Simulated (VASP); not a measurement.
**VO2: single point with PBE**

VO2:

```xyz
6
Lattice="4.5823 0.0000 0.0000 0.0000 4.5823 0.0000 0.0000 0.0000 2.7581" Properties=species:S:1:pos:R:3 pbc="T T T"
V     0.0000    0.0000    0.0000
V     2.2911    2.2911    1.3791
O     1.3635    1.3635    0.0000
O     0.9276    3.6546    1.3791
O     3.2188    3.2188    0.0000
O     3.6546    0.9276    1.3791
```

* Program: VASP 6.6.1
* Task: single point
* Functional: PBE
* Potentials or basis: VASP PAW PBE potentials, release 64 (V_sv, O)
* Cutoff: 600 eV
* k mesh: 6 × 6 × 10
* Occupations: gaussian, width 0.05 eV
* Spin: no spin polarisation

| Item | Value |
| --- | --- |
| Pressure | 5.7 GPa |
| Largest force | 0.036 eV/Å |
| Band gap on the k mesh | zero (bands 25 and 26 overlap by 1.48 eV) |

Forces in eV/Å, atoms in the order of the input:
```
V    0.000  0.000  0.000
V    0.000  0.000  0.000
O   -0.026 -0.026  0.000
O    0.026 -0.026  0.000
O    0.026  0.026  0.000
O   -0.026  0.026  0.000
```

Stress tensor (GPa, compression positive):
```
5.53 0.00 0.00
0.00 5.53 0.00
0.00 0.00 5.96
```

Levels at points of the mesh, in eV from the Fermi level:
```
           k point  band 21  band 22  band 23  band 24  band 25  band 26  band 27  band 28  band 29  band 30
(0.00, 0.00, 0.00)    -2.26    -2.26    -2.21    -1.78    -0.72    -0.71     0.10     0.10     0.13     2.05
(0.50, 0.00, 0.00)    -3.22    -3.22    -2.50    -2.50    -0.08    -0.08     0.68     0.68     1.35     1.35
(0.50, 0.50, 0.00)    -3.13    -3.13    -2.82    -2.82    -0.77    -0.77     0.12     0.12     1.71     1.71
(0.00, 0.00, 0.50)    -4.19    -4.19    -3.39    -3.39     0.70     0.70     1.17     1.17     1.23     1.23
(0.50, 0.00, 0.50)    -4.00    -4.00    -2.83    -2.83    -0.53    -0.53     1.17     1.17     1.51     1.51
(0.50, 0.50, 0.50)    -3.18    -3.18    -2.51    -2.51     0.38     0.38     0.61     0.61     1.22     1.22
```

It took 3 min on 1 thread of Intel Xeon 8259CL, with other jobs on the host, peak memory 0.26 GiB.

Caveat: the cell stands under pressure; the run has no spin polarisation, though such a crystal can be magnetic; semilocal functionals often make such compounds metallic where correlation or magnetic order opens a gap, which also shifts bond lengths. With open d or f shells a metallic result of PBE can be an artefact of self-interaction; +U or a hybrid may open a gap.
